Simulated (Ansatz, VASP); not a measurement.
# Two plane-wave programs on Ga4As3N

The input INCAR:

```
SYSTEM = Ga4As3N
PREC     = Accurate       ! precision mode
ENCUT    = 520            ! plane-wave cutoff, eV
EDIFF    = 1E-6           ! SCF threshold, eV
ISMEAR   = 0              ! smearing method
SIGMA    = 0.01           ! smearing width, eV
LREAL    = .False.        ! projectors in reciprocal space
LASPH    = .True.         ! aspherical terms in the spheres
NELM     = 80             ! most SCF steps
ALGO     = Normal         ! electronic algorithm
ISIF     = 2              ! what is computed and relaxed
LWAVE    = .False.        ! write WAVECAR
LCHARG   = .False.        ! write CHGCAR
GGA      = PE             ! functional
NBANDS   = 46             ! bands
```

File KPOINTS:

```
Automatic mesh
0
Gamma
  6 6 6
  0 0 0
```

POSCAR

```
Ga4As3N
1.0
   -2.7026697815      2.7026697815      5.3166895263
    2.7026697815     -2.7026697815      5.3166895263
    2.7026697815      2.7026697815     -5.3166895263
N Ga As
1 4 3
Direct
    0.0000000000      0.0000000000      0.0000000000
    0.6761051120      0.6761051120      0.5762356461
    0.9001305341      0.3238948880      0.0000000000
    0.0998694659      0.0998694659      0.4237643539
    0.3238948880      0.9001305341      0.0000000000
    0.2500000000      0.7500000000      0.5000000000
    0.5000000000      0.5000000000      0.0000000000
    0.7500000000      0.2500000000      0.5000000000
```

Input for Ansatz:

```yaml
crystal:
  lattice:
    - [-2.7026697815, 2.7026697815, 5.3166895263]
    - [2.7026697815, -2.7026697815, 5.3166895263]
    - [2.7026697815, 2.7026697815, -5.3166895263]
  atoms:
    - { symbol: "N", position: [0.0, 0.0, 0.0] }
    - { symbol: Ga, position: [0.676105112, 0.676105112, 0.5762356461] }
    - { symbol: As, position: [0.25, 0.75, 0.5] }
    - { symbol: Ga, position: [0.9001305341, 0.323894888, 0.0] }
    - { symbol: As, position: [0.5, 0.5, 0.0] }
    - { symbol: Ga, position: [0.0998694659, 0.0998694659, 0.4237643539] }
    - { symbol: As, position: [0.75, 0.25, 0.5] }
    - { symbol: Ga, position: [0.323894888, 0.9001305341, 0.0] }
kpoints:
  mp_grid: { grid: [6, 6, 6] }
hamiltonian:
  xc: pbe
scf:
  occupations: { method: fixed }
  n_extra_bands: 6
output:
  forces: true
  stress: true
  eigenvalues: true
```

Alike in both runs: task single point; functional PBE; k mesh 6 × 6 × 6; no spin polarisation.

|  | VASP | Ansatz |
| --- | --- | --- |
| version | VASP 6.6.1 | Ansatz 0.2.0 |
| potentials or method | VASP PAW PBE potentials, release 64 (N, Ga_d, As) | plane waves, PAW |
| plane-wave cutoff (eV) | 520 | 420 |
| occupations | gaussian, width 0.01 eV | fixed |
| valence electrons in the cell | 72 | 102 |

```tsv
	VASP	Ansatz	Ansatz less VASP
gap on the k mesh at the Fermi level (eV)	0.12	0.12	-0.002
pressure (GPa)	2.5	2.5	-0.02
rms of the force components (eV/Å)	0.005	0.006	+0.0003
```

VASP's potentials hold 72 valence electrons a cell and Ansatz's 102, so a difference there can come from the potentials and not from the codes.
